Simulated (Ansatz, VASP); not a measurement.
# One calculation of Cd, two programs

```
CELL_PARAMETERS angstrom
2.93552 0.00000 0.00000
-1.46776 2.54223 0.00000
0.00000 0.00000 11.29363
ATOMIC_POSITIONS crystal
Cd 0.00000 0.00000 0.00000
Cd 0.33333 0.66667 0.25000
Cd 0.00000 0.00000 0.50000
Cd 0.66667 0.33333 0.75000
```

Alike in both runs: task relaxation of cell and atoms; functional PBEsol; k mesh 18 × 18 × 4; occupations gaussian, width 0.1 eV; no spin polarisation.

|  | VASP | Ansatz |
| --- | --- | --- |
| version | VASP 6.6.1 | Ansatz 0.2.0 |
| potentials or method | VASP PAW PBE potentials, release 64 (Cd), cutoff 600 eV | scalar-relativistic, plane waves, PAW |
| valence electrons in the cell | 48 | 80 |

|  | VASP | Ansatz | Ansatz less VASP |
| --- | --- | --- | --- |
| gap on the k mesh at the Fermi level, each at its own relaxed structure (eV) | none | none | - |
| relaxed volume (Å³/atom) | 21.22 | 21.15 | -0.079 |
| relaxed cell length with the largest relative difference (Å) | 2.950 | 2.942 | -0.0074 |

VASP's potentials were made for PBE, not for PBEsol. A gap of «none» marks a metal or a gap that the smearing closes. VASP's potentials hold 48 valence electrons a cell and Ansatz's 80, so a difference there can come from the potentials and not from the codes.
